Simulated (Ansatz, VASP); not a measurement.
**One calculation of K, two programs**

The input INCAR:

```
PREC = Accurate ; ENCUT = 520
EDIFF = 1E-7 ; ISMEAR = 0
SIGMA = 0.15 ; LREAL = F
LASPH = T ; NELM = 100
ALGO = Fast ; ISIF = 2
LWAVE = F ; LCHARG = T
GGA = PE ; LELF = T
LVHAR = T ; NBANDS = 10
```

File KPOINTS:

```
Automatic mesh
0
Gamma
  14 14 14
```

File POSCAR:

```
K
1.0
   -2.5525500000      2.5525500000      2.6834500000
    2.5525500000     -2.5525500000      2.6834500000
    2.5525500000      2.5525500000     -2.6834500000
K
1
Direct
    0.0000000000      0.0000000000      0.0000000000
```

Input for Ansatz:

```yaml
crystal:
  lattice:
    - [-2.55255, 2.55255, 2.68345]
    - [2.55255, -2.55255, 2.68345]
    - [2.55255, 2.55255, -2.68345]
  atoms:
    - { symbol: K, position: [0.0, 0.0, 0.0] }
basis:
  ecutwfc: 420
kpoints:
  mp_grid: { grid: [14, 14, 14] }
hamiltonian:
  xc: pbe
scf:
  occupations: { method: gaussian, width: 0.15 }
output:
  forces: true
  stress: true
  eigenvalues: true
```

Change from the starting cell: strain -0.025 along x and y, +0.025 along z, atoms carried along.

Alike in both runs: task single point; functional PBE; k mesh 14 × 14 × 14; occupations gaussian, width 0.15 eV; no spin polarisation.

|  | VASP | Ansatz |
| --- | --- | --- |
| version | VASP 6.6.1 | Ansatz 0.2.0 |
| potentials or method | VASP PAW PBE potentials, release 64 (K_sv), cutoff 520 eV | scalar-relativistic, plane waves, PAW |
| valence electrons in the cell | 9 | 9 |

```csv
,VASP,Ansatz,Ansatz less VASP
gap on the k mesh at the Fermi level (eV),none,none,-
pressure (GPa),0.2,0.2,+0.01
```

A gap of «none» marks a metal or a gap that the smearing closes. The functional is the same, so the differences come from potentials, cutoffs and numerics.
